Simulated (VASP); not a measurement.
A run of VASP 6.6.1 is set up as follows.

File INCAR:

```
SYSTEM = SiGeO4
PREC = Accurate ; ENCUT = 520
EDIFF = 1E-6 ; ISMEAR = 0
SIGMA = 0.1 ; LREAL = .FALSE.
LASPH = .TRUE. ; NELM = 100
ALGO = Normal ; ISIF = 2
LWAVE = .FALSE. ; LCHARG = .FALSE.
GGA = PE ; NBANDS = 54
```

Contents of KPOINTS:

```
Automatic mesh
0
G
  6 6 2
  0 0 0
```

The input POSCAR:

```
SiGeO4
1.0
    5.4661038000      0.0000000000      0.0000000000
   -2.7330519000      4.7337847000      0.0000000000
    0.0000000000      0.0000000000      8.9224256000
Si Ge O
2 2 8
Direct
    0.3333333000      0.6666667000      0.9375280000
    0.6666667000      0.3333333000      0.4375280000
    0.6666667000      0.3333333000      0.0624100000
    0.3333333000      0.6666667000      0.5624100000
    0.0114250000      0.5057125000      0.9978940000
    0.4942875000      0.5057125000      0.9978940000
    0.4942875000      0.9885750000      0.9978940000
    0.3333333000      0.6666667000      0.7563810000
    0.6666667000      0.3333333000      0.2563810000
    0.5057125000      0.0114250000      0.4978940000
    0.5057125000      0.4942875000      0.4978940000
    0.9885750000      0.4942875000      0.4978940000
```

Potentials or basis: VASP PAW PBE potentials, release 64 (Si, Ge_d, O).

Launch:

```sh
$ cat potpaw_PBE.64/Si/POTCAR potpaw_PBE.64/Ge_d/POTCAR potpaw_PBE.64/O/POTCAR > POTCAR
$ mpirun -np 1 vasp_std > vasp.out
```

Task: Predict the band gap on the k mesh.

Result: 4.03 eV.

Task: Estimate the largest force.

Result: 0.099 eV/Å.

Task: Estimate the pressure.

Result: -0.2 GPa.

Forces in eV/Å, atoms in the order of the input:
```
Si   0.000  0.000 -0.004
Si   0.000  0.000 -0.004
Ge   0.000  0.000 -0.002
Ge   0.000  0.000 -0.002
O   -0.080 -0.046  0.034
O    0.080 -0.046  0.034
O    0.000  0.093  0.034
O    0.000  0.000 -0.098
O    0.000  0.000 -0.098
O    0.000 -0.093  0.034
O   -0.080  0.046  0.034
O    0.080  0.046  0.034
```

A k mesh can miss the band edges.
